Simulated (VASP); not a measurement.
Here is a VASP 6.6.1 calculation.

File INCAR:

```
PREC = Accurate
ENCUT = 520
EDIFF = 1E-7
ISMEAR = 0
SIGMA = 0.1
LREAL = F
LASPH = T
NELM = 80
ALGO = Normal
ISIF = 2
LWAVE = F
LCHARG = T
GGA = PE
LELF = T
LVHAR = T
NBANDS = 66
```

Contents of KPOINTS:

```
Automatic mesh
0
Gamma
  12 12 2
```

POSCAR

```
InP
1.0
    3.9175984313      0.0000000000      0.0000000000
   -1.9587992156      3.3927397633      0.0000000000
    0.0000000000      0.0000000000     19.6869520739
In P
6 6
Direct
    0.0000000000      0.0000000000      0.0177464380
    0.3333333333      0.6666666667      0.1760062862
    0.6666666667      0.3333333333      0.3332530904
    0.0000000000      0.0000000000      0.7406603805
    0.6666666667      0.3333333333      0.5834135763
    0.3333333333      0.6666666667      0.8989202287
    0.0000000000      0.0000000000      0.2572846229
    0.6666666667      0.3333333333      0.0927738211
    0.3333333333      0.6666666667      0.4323757895
    0.0000000000      0.0000000000      0.4842908771
    0.3333333333      0.6666666667      0.6593820437
    0.6666666667      0.3333333333      0.8238928456
```

Potentials or basis: VASP PAW PBE potentials, release 64 (In_d, P).

Launch:

```bash
$ cat potpaw_PBE.64/In_d/POTCAR potpaw_PBE.64/P/POTCAR > POTCAR
$ mpirun -np 1 vasp_std > vasp.out
```

Task: What does it give for the largest force?

Result: 0.012 eV/Å.

Task: Estimate the band gap on the k mesh.

Result: Zero (bands 54 and 55 overlap by 1.30 eV).

Stress tensor (GPa, compression positive):
```
-0.33  0.00  0.00
 0.00 -0.33  0.00
 0.00  0.00 -0.03
```

Caveat: spin-orbit coupling is left out, which moves the levels of the heavy elements.
